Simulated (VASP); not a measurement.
A run of VASP 6.6.1:

File POSCAR:

```
SiC
1.0
    3.3212106082      0.0000000000      0.0000000000
   -1.6606053041      2.8762527580      0.0000000000
    0.0000000000      0.0000000000      5.0481668526
Si C
2 2
Direct
    0.3333333333      0.6666666667      0.0046028828
    0.6666666667      0.3333333333      0.5046028828
    0.3333333333      0.6666666667      0.3803971172
    0.6666666667      0.3333333333      0.8803971172
```

The input INCAR.step1:

```
SYSTEM = SiC
PREC     = Accurate       ! precision mode
ENCUT    = 520            ! plane-wave cutoff, eV
ISMEAR   = 0              ! smearing method
SIGMA    = 0.05           ! smearing width, eV
LREAL    = .False.        ! projectors in reciprocal space
LASPH    = .True.         ! aspherical terms in the spheres
NELM     = 100            ! most SCF steps
NBANDS   = 16             ! bands
GGA      = PE             ! functional
ALGO     = Normal         ! electronic algorithm
EDIFF    = 1E-4           ! SCF threshold, eV
LWAVE    = .True.         ! write WAVECAR
LCHARG   = .False.        ! write CHGCAR
```

Contents of INCAR.step2:

```
SYSTEM = SiC
PREC     = Accurate       ! precision mode
ENCUT    = 520            ! plane-wave cutoff, eV
EDIFF    = 1E-6           ! SCF threshold, eV
ISMEAR   = 0              ! smearing method
SIGMA    = 0.05           ! smearing width, eV
LREAL    = .False.        ! projectors in reciprocal space
LASPH    = .True.         ! aspherical terms in the spheres
NELM     = 100            ! most SCF steps
ALGO     = Normal         ! electronic algorithm
ISIF     = 2              ! what is computed and relaxed
LWAVE    = .False.        ! write WAVECAR
LCHARG   = .False.        ! write CHGCAR
METAGGA  = R2SCAN         ! meta-GGA
LMIXTAU  = .True.       
NBANDS   = 16             ! bands
ISTART   = 1
```

File KPOINTS:

```
regular mesh
0
Gamma
  12 12 6
  0 0 0
```

Potentials or basis: VASP PAW PBE potentials, release 64 (Si, C).

Run with:

```console
$ cat potpaw_PBE.64/Si/POTCAR potpaw_PBE.64/C/POTCAR > POTCAR
$ cp INCAR.step1 INCAR
$ mpirun -np 1 vasp_std > vasp.out
$ cp INCAR.step2 INCAR
$ mpirun -np 1 vasp_std > vasp.out
```

Hardware: 1 thread of Intel Xeon 8259CL, with other jobs on the host.

Question: Estimate the wall time of this run.

Answer: Run time: 4.5 min on 1 thread of Intel Xeon 8259CL, on a shared host, peak memory 0.2 GiB. Counts: k points 76.
